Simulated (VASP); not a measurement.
**Ge7I: single point with PBE**

The system is Ge7I.

```xyz
8
Lattice="6.1003 0.0000 0.0000 0.0000 6.1003 0.0000 0.0000 0.0000 6.1003" Properties=species:S:1:pos:R:3 pbc="T T T"
Ge    1.7691    1.7691    1.7691
Ge    0.0000    3.0502    3.0502
Ge    3.0502    3.0502    0.0000
Ge    3.0502    0.0000    3.0502
Ge    4.3313    1.7691    4.3313
Ge    4.3313    4.3313    1.7691
Ge    1.7691    4.3313    4.3313
I     0.0000    0.0000    0.0000
```

The cell was generated, and may not be a known phase.

- Program: VASP 6.6.1
- Task: single point
- Functional: PBE
- Potentials or basis: VASP PAW PBE potentials, release 64 (Ge_d, I)
- Cutoff: 520 eV
- k mesh: 6 × 6 × 6
- Occupations: gaussian, width 0.1 eV
- Spin: no spin polarisation
- Dipole correction: no
- Further INCAR settings: ALGO = Normal; EDIFF = 1e-06; NBANDS = 62

```
Pressure               : -0.1 GPa
Largest force          : 0.012 eV/Å
Band gap on the k mesh : zero (an odd number of electrons rules out a gap without spin polarisation)
```

Forces on the atoms (eV/Å):
```
Ge   0.007  0.007  0.007
Ge   0.000  0.000  0.000
Ge   0.000  0.000  0.000
Ge   0.000  0.000  0.000
Ge  -0.007  0.007 -0.007
Ge  -0.007 -0.007  0.007
Ge   0.007 -0.007 -0.007
I    0.000  0.000  0.000
```

Levels at points of the mesh, in eV from the Fermi level:
```tsv
k point	band 49	band 50	band 51	band 52	band 53	band 54	band 55	band 56
(0.00, 0.00, 0.00)	-2.37	-1.64	-1.64	-1.64	-1.52	0.75	0.75	0.75
(0.50, 0.00, 0.00)	-2.60	-2.11	-2.11	-0.38	0.36	0.58	1.48	2.22
(0.50, 0.50, 0.00)	-2.11	-2.11	-1.24	-0.16	0.67	0.67	1.07	2.33
(0.50, 0.50, 0.50)	-1.66	-1.25	-1.25	-1.25	-0.49	-0.49	-0.49	1.72
```

Run time: 7.4 min on 1 thread of AMD EPYC 7R43 64-Core Processor (Zen 3), with other jobs on the host, peak memory 0.38 GiB.

Caveat: spin-orbit coupling is left out, which moves the levels of the heavy elements; an odd number of electrons without spin polarisation forces a metal; a magnetic or distorted state may lie lower.
